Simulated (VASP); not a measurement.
The system is MgO.

```
Mg O
1.0
     0.00000    2.10000    2.10000
     2.10000    0.00000    2.10000
     2.10000    2.10000    0.00000
Mg O
1 1
Direct
  0.00000 0.00000 0.00000
  0.50000 0.50000 0.50000
```

Base run:

```yaml
Program: VASP 6.6.1
Functional: r2SCAN
Potentials_or_basis: VASP PAW PBE potentials, release 64 (Mg, O)
Cutoff: 520 eV
k_mesh: 9 × 9 × 9
Occupations: fermi-dirac, width 0.05 eV
Spin: no spin polarisation
```

Its results: band gap on the k mesh 5.69 eV, direct; pressure -0.6 GPa.

Task: The run is repeated on the same cell with these changes: potentials or basis from VASP PAW PBE potentials, release 64 (Mg, O) to VASP PAW PBE potentials, release 64 (Mg_sv, O); cutoff from 520 eV to 660 eV; further incar settings from ALGO = Normal; EDIFF = 1e-06; NBANDS = 11 to ALGO = Normal; EDIFF = 1e-06; NBANDS = 15; valence electrons from 8 to 16. What comes out?

Result: Band gap on the k mesh 5.74 eV, direct; pressure 0.3 GPa.

Caveats: the PAW data sets were made with another functional, which shifts forces and pressure a little.

